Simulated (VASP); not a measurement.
Runs of VASP 6.6.1 on WSe2. The structure is that of space group P-6m2 (No. 187), or close to it. The cells are those of the table. 

```tsv
task	cell	k mesh	cutoff (eV)	smearing	gap on the mesh (eV)	pressure (GPa)	largest force (eV/Å)
single point	a = 3.279, b = 3.279, c = 7.006 Å, angles 90.0, 90.0, 120.0°, 3 atoms	9 × 9 × 4	520	gaussian 0.02 eV	1.33	0.3	0.05
single point	a = 3.278, b = 3.278, c = 7.062 Å, angles 90.0, 90.0, 120.0°, 3 atoms	9 × 9 × 2	500	gaussian 0.02 eV	1.36	0.3	0.05
single point	a = 3.318, b = 3.318, c = 16.658 Å, angles 90.0, 90.0, 120.0°, 3 atoms	6 × 6 × 1	500	gaussian 0.1 eV	1.52	-	(a)
relaxation of cell and atoms	relaxed from a = 3.278, b = 3.278, c = 7.062 Å, angles 90.0, 90.0, 120.0°, 3 atoms	9 × 9 × 4	600	gaussian 0.02 eV	1.33	0.0	-
```

Alike in all rows: level PBE+D3(BJ); potentials or basis VASP PAW PBE potentials, release 64 (W_sv, Se); no spin polarisation.

**Question.** Estimate the missing entries.

**Answer.** (a) 0.23.

Caveats: some runs use coarse meshes; spin-orbit coupling is left out, which moves the levels of the heavy elements.

A k mesh can miss the band edges, and the runs leave out spin-orbit coupling on Se, W.
